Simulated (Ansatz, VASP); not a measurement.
# PbS: VASP beside Ansatz

```
CELL_PARAMETERS angstrom
0.00000 2.96500 2.96500
2.96500 0.00000 2.96500
2.96500 2.96500 0.00000
ATOMIC_POSITIONS crystal
Pb 0.00000 0.00000 0.97615
S 0.50000 0.50000 0.50000
```

Change from the starting cell: all Pb atoms moved -0.100 Å, as atom 1 along Cartesian [1 1 0].

Alike in both runs: task single point; functional PBE; k mesh 10 × 10 × 10; occupations gaussian, width 0.03 eV; no spin polarisation.

```csv
,VASP,Ansatz
version,VASP 6.6.1,Ansatz 0.2.0
potentials or method,"VASP PAW PBE potentials, release 64 (Pb_d, S), cutoff 520 eV","scalar-relativistic, plane waves, PAW"
valence electrons in the cell,20,20
```

|  | VASP | Ansatz | Ansatz less VASP |
| --- | --- | --- | --- |
| gap on the k mesh at the Fermi level (eV) | 0.38 | 0.37 | -0.007 |
| least direct gap on the mesh (eV) | 0.38 | 0.37 | -0.007 |
| pressure (GPa) | 2.4 | 2.4 | +0.08 |
| traceless stress, the component that is largest in VASP (GPa) | -0.14 | -0.14 | +0.001 |
| rms of the force components (eV/Å) | 0.040 | 0.039 | -0.0007 |

Atom by atom the forces differ by 0.001 eV/Å (rms over components). The functional is the same, so the differences come from potentials, cutoffs and numerics.

Neither program's run includes spin-orbit coupling.
